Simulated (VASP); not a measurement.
Here is a VASP 6.6.1 calculation.

The input INCAR:

```
  PREC = Accurate
  ENCUT = 520
  EDIFF = 1E-7
  ISMEAR = 0
  SIGMA = 0.05
  LREAL = False
  LASPH = True
  NELM = 80
  ALGO = Normal
  ISIF = 2
  LWAVE = False
  LCHARG = False
  NBANDS = 26
```

The input KPOINTS:

```
Automatic mesh
0
Gamma
  12 12 4
```

The input POSCAR:

```
C
1.0
    2.4606208111      0.0000000000      0.0000000000
   -1.2303104055      2.1309601315      0.0000000000
    0.0000000000      0.0000000000      8.4056584863
C
8
Direct
    0.0000000000      0.0000000000      0.0973191510
    0.0000000000      0.0000000000      0.5973191510
    0.0000000000      0.0000000000      0.4026808490
    0.0000000000      0.0000000000      0.9026808490
    0.3333333333      0.6666666667      0.1521368824
    0.6666666667      0.3333333333      0.6521368824
    0.3333333333      0.6666666667      0.3478631176
    0.6666666667      0.3333333333      0.8478631176
```

Potentials or basis: VASP PAW LDA potentials, release 64 (C).

Command:

```bash
$ cat potpaw_LDA.64/C/POTCAR > POTCAR
$ mpirun -np 1 vasp_std > vasp.out
```

Task: Predict the pressure.

Result: 6.4 GPa.

Task: Predict the largest force.

Result: 2.215 eV/Å.

Forces on the atoms (eV/Å):
```
C    0.000  0.000 -2.215
C    0.000  0.000 -2.215
C    0.000  0.000  2.215
C    0.000  0.000  2.215
C    0.000  0.000  1.835
C    0.000  0.000  1.835
C    0.000  0.000 -1.835
C    0.000  0.000 -1.835
```

Caveat: the cell differs from its parent crystal (mode 21 frozen in at +0.036 Å, strain +e along z and -e/2 along x and y +0.0233); forces of over 1 eV/Å act on the atoms, so gaps and moduli don't describe the material at rest.
